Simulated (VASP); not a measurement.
Set up this calculation in VASP 6.6.1, as the native input.

- Task: single point
- Functional: PBE
- Potentials or basis: VASP PAW PBE potentials, release 64 (Pb_d, Te)
- Cutoff: 520 eV
- k mesh: 8 × 8 × 8
- Occupations: fermi-dirac, width 0.02 eV
- Spin: no spin polarisation
- Dipole correction: no
- Further INCAR settings: ALGO = Normal; EDIFF = 1e-06; NBANDS = 17

The structure of TePb lies in POSCAR:

```
TePb
1.0
    0.0000000000      3.2678373030      3.2678373030
    3.2678373030      0.0000000000      3.2678373030
    3.2678373030      3.2678373030      0.0000000000
Pb Te
1 1
Direct
    0.0000000000      0.0000000000      0.0000000000
    0.5000000000      0.5000000000      0.5000000000
```

These files were run (other wordings do the same):

INCAR

```
SYSTEM = TePb
ALGO = Normal
EDIFF = 1E-6
ENCUT = 520
GGA = PE
ISIF = 2
ISMEAR = -1
LASPH = .True.
LCHARG = .False.
LREAL = .False.
LWAVE = .False.
NBANDS = 17
NELM = 80
PREC = Accurate
SIGMA = 0.02
```

KPOINTS

```
k-points
0
Gamma
  8 8 8
  0 0 0
```

Potentials or basis: VASP PAW PBE potentials, release 64 (Pb_d, Te).

The run is started by

```sh
$ cat potpaw_PBE.64/Pb_d/POTCAR potpaw_PBE.64/Te/POTCAR > POTCAR
$ mpirun -np 1 vasp_std > vasp.out
```

Results of the run:

```json
{
  "Pressure": "0.6 GPa",
  "Band gap on the k mesh": "0.80 eV, direct"
}
```

Caveat: spin-orbit coupling is left out, which moves the levels of the heavy elements.

Run time: 14 s on 1 thread of Intel(R) Xeon(R) 6975P-C (Granite Rapids), on a shared host, peak memory 0.21 GiB.
